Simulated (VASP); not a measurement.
Si:

```xyz
1
Lattice="2.6623 -0.0362 -0.0068 -1.3625 2.2318 0.0419 -0.0064 0.0418 2.4878" Properties=species:S:1:pos:R:3 pbc="T T T"
Si    0.0000    0.0000    0.0000
```

```yaml
Program: VASP 6.6.1
Task: relaxation of cell and atoms
Functional: HSE06
Potentials_or_basis: VASP PAW PBE potentials, release 64 (Si)
Cutoff: 600 eV
k_mesh: 6 × 6 × 6
Occupations: fermi-dirac, width 0.05 eV
Spin: no spin polarisation
```

At the start: pressure 1.0 GPa; volume 14.65 Å³/atom.

Task: How do energy, volume and symmetry change on relaxing?

Result: Over 16 steps the energy falls by 50.8 meV/atom and the volume is 15.01 Å³/atom (+2.4 %); space group C2/m (No. 12, to 0.1 Å) before, Cmmm (No. 65, to 0.1 Å).

Step by step:
```tsv
step	energy change (eV)	largest force (eV/Å)	pressure (GPa)	volume (Å³)
1	0.0000	0.0000	0.96	14.65
2	-0.0329	0.0000	1.42	14.81
3	-0.0363	0.0000	1.29	14.78
4	-0.0441	0.0000	-0.58	15.06
5	-0.0441	0.0000	-0.40	15.03
6	-0.0494	0.0000	-0.59	15.06
7	-0.0491	0.0000	-0.46	15.08
8	-0.0495	0.0000	-0.55	15.07
9	-0.0484	0.0000	0.45	14.97
10	-0.0505	0.0000	-0.07	15.03
11	-0.0508	0.0000	-0.05	15.02
12	-0.0508	0.0000	-0.04	15.02
13	-0.0508	0.0000	0.03	15.01
14	-0.0508	0.0000	0.03	15.01
15	-0.0508	0.0000	0.03	15.01
16	-0.0508	0.0000	0.01	15.01
```

Final structure:
```
CELL_PARAMETERS angstrom
2.85557 0.00798 -0.00099
-1.43024 2.14228 0.00148
-0.00368 -0.00058 2.44953
ATOMIC_POSITIONS crystal
Si 0.00000 0.00000 0.00000
```

Caveat: the k points lie up to 0.44 Å⁻¹ apart in the final cell, too coarse for converged energies and pressures of a metal; the PAW data sets were made with another functional, which shifts forces and pressure a little.
